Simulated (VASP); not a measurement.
CaZr2N2, 5 atoms in the cell. The structure is tetragonal, space group P4/mmm (No. 123). The conventional cell has a = 3.772 Å, b = 3.772 Å, c = 5.993 Å, α = 90.00°, β = 90.00°, γ = 90.00°. Ca (site symmetry 4/mmm) has 8 N at 3.11 Å and 8 Zr at 3.54 Å and 4 Ca at 3.77 Å within 4.1 Å. Zr (site symmetry mmm) has 4 N at 2.35 Å and 4 Zr at 2.67 Å within 3.1 Å. Within 3.1 Å of N (site symmetry 4mm) lie 4 Zr at 2.35 Å and 1 N at 2.80 Å. 

* Program: VASP 6.6.1
* Task: single point
* Functional: PBE
* Potentials or basis: VASP PAW PBE potentials, release 64 (Ca_sv, Zr_sv, N)
* Cutoff: 520 eV
* k mesh: 10 × 10 × 6
* Occupations: gaussian, width 0.1 eV
* Spin: no spin polarisation
* Dipole correction: no
* Further INCAR settings: ALGO = Normal; EDIFF = 1e-06; NBANDS = 30

Potentials or basis: VASP PAW PBE potentials, release 64 (Ca_sv, Zr_sv, N).

The run is started by

```bash
$ cat potpaw_PBE.64/Ca_sv/POTCAR potpaw_PBE.64/Zr_sv/POTCAR potpaw_PBE.64/N/POTCAR > POTCAR
$ mpirun -np 1 vasp_std > vasp.out
```

Hardware: 1 thread of Oxide Virtual Turin-like Processor (shared host).

Q: Estimate the wall time of this run.

A: It took 4.8 min on 1 thread of Oxide Virtual Turin-like Processor (shared host), peak memory 0.3 GiB. Counts: scf iterations 15, k points 84.
